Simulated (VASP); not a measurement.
Ti, 2 atoms in the cell. The structure is hexagonal, space group P6_3/mmc (No. 194). Conventional cell: a = 2.903 Å, b = 2.903 Å, c = 4.587 Å, α = 90.00°, β = 90.00°, γ = 120.00°. Within 3.7 Å of Ti (site symmetry -6m2) lie 12 Ti at 2.84 to 2.90 Å. 

| Property | Result |
| --- | --- |
| Program | VASP 6.6.1 |
| Task | single point |
| Functional | PBEsol |
| Potentials or basis | VASP PAW PBE potentials, release 64 (Ti_sv) |
| Cutoff | 520 eV |
| k mesh | 8 × 8 × 5 |
| Occupations | gaussian, width 0.05 eV |
| Spin | no spin polarisation |
| Dipole correction | no |
| Further INCAR settings | ALGO = Normal; EDIFF = 1e-06; NBANDS = 19 |

Potentials or basis: VASP PAW PBE potentials, release 64 (Ti_sv).

Launch:

```bash
$ cat potpaw_PBE.64/Ti_sv/POTCAR > POTCAR
$ mpirun -np 1 vasp_std > vasp.out
```

Hardware: 1 thread of Intel(R) Xeon(R) 6975P-C (Granite Rapids), with other jobs on the host.

Estimate the wall time of this run.

It took 8 s on 1 thread of Intel(R) Xeon(R) 6975P-C (Granite Rapids) (shared host), peak memory 0.15 GiB. Counts: scf iterations 13, k points 30.
